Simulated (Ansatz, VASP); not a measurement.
**One calculation of CuO, two programs**

INCAR

```
  PREC = Accurate
  ENCUT = 520
  EDIFF = 1E-7
  ISMEAR = -1
  SIGMA = 0.05
  LREAL = F
  LASPH = T
  NELM = 60
  ALGO = Normal
  ISIF = 2
  LWAVE = F
  LCHARG = T
  GGA = PE
  LELF = T
  LVHAR = T
  NBANDS = 25
```

KPOINTS

```
regular mesh
0
Gamma
  10 10 5
```

The input POSCAR:

```
CuO
1.0
    2.3418500000     -1.7113000000      0.0000000000
    2.3418500000      1.7113000000      0.0000000000
   -0.8500274268      0.0000000000      5.0578693947
Cu O
2 2
Direct
    0.5063060000     -0.0089130000      0.5000460000
   -0.0030500000      0.5118650000      0.0077660000
    0.4125810000      0.5821750000      0.7543040000
    0.5793590000      0.4093460000      0.2516240000
```

The input input.yaml:

```yaml
crystal:
  lattice:
    - [2.34185, -1.7113, 0.0]
    - [2.34185, 1.7113, 0.0]
    - [-0.8500274268, 0.0, 5.0578693947]
  atoms:
    - { symbol: Cu, position: [0.506306, -0.008913, 0.500046] }
    - { symbol: Cu, position: [-0.00305, 0.511865, 0.007766] }
    - { symbol: O, position: [0.412581, 0.582175, 0.754304] }
    - { symbol: O, position: [0.579359, 0.409346, 0.251624] }
kpoints:
  mp_grid: { grid: [10, 10, 5] }
scf:
  occupations: { method: fermi_dirac, width: 0.05 }
hamiltonian:
  xc: pbe
  pseudopotentials: { kind: all_electron, lapw: { basis_error: 0.001 } }
output:
  forces: true
  stress: true
  eigenvalues: true
  populations: true
```

Change from the starting cell: atoms moved at random, drawn with an rms of 0.05 Å.

Alike in both runs: task single point; functional PBE; k mesh 10 × 10 × 5; occupations fermi-dirac, width 0.05 eV; no spin polarisation.

|  | VASP | Ansatz |
| --- | --- | --- |
| version | VASP 6.6.1 | Ansatz 0.2.0 |
| potentials or method | VASP PAW PBE potentials, release 64 (Cu, O), cutoff 520 eV | all-electron LAPW, scalar-relativistic |

|  | VASP | Ansatz | Ansatz less VASP |
| --- | --- | --- | --- |
| gap on the k mesh at the Fermi level (eV) | none | none | - |
| pressure (GPa) | 6.2 | 5.5 | -0.69 |
| traceless stress, the component that is largest in VASP (GPa) | -1.60 | -1.54 | +0.062 |
| rms of the force components (eV/Å) | 0.213 | 0.218 | +0.0054 |

Atom by atom the forces differ by 0.017 eV/Å (rms over components). A gap of «none» marks a metal or a gap that the smearing closes. Ansatz ran all-electron here, and VASP with PAW potentials.
